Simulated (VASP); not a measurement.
AlGaN2:

```
CELL_PARAMETERS angstrom
2.95166 0.00000 0.00000
0.00000 2.95166 0.00000
0.00000 0.00000 4.17817
ATOMIC_POSITIONS crystal
Al 0.00000 0.00000 0.00000
N 0.00000 0.00000 0.50000
N 0.50000 0.50000 0.00000
Ga 0.50000 0.50000 0.50000
```

```yaml
Program: VASP 6.6.1
Task: relaxation of cell and atoms
Functional: r2SCAN
Potentials_or_basis: VASP PAW PBE potentials, release 64 (Al, N, Ga_d)
Cutoff: 600 eV
k_mesh: 8 × 8 × 6
Occupations: fermi-dirac, width 0.02 eV
Spin: no spin polarisation
```

At the start: pressure -6.9 GPa; volume 9.10 Å³/atom.

Task: How do energy, volume and symmetry change on relaxing?

Result: Over 3 steps the energy falls by 5.6 meV/atom and the volume is 8.85 Å³/atom (-2.8 %); space group P4/mmm (No. 123, to 0.1 Å) before and after.

The path:
```
step  energy change (eV)  largest force (eV/Å)  pressure (GPa)  volume (Å³)
   1              0.0000                0.0000           -6.92        36.40
   2              0.0034                0.0000            8.31        34.37
   3             -0.0225                0.0000            0.03        35.40
```

Final structure:
```
Al N Ga
1.0
     2.92419    0.00000    0.00000
     0.00000    2.92419    0.00000
     0.00000    0.00000    4.13958
Al N Ga
1 2 1
Direct
  0.00000 0.00000 0.00000
  0.00000 0.00000 0.50000
  0.50000 0.50000 0.00000
  0.50000 0.50000 0.50000
```

Caveat: the PAW data sets were made with another functional, which shifts forces and pressure a little.
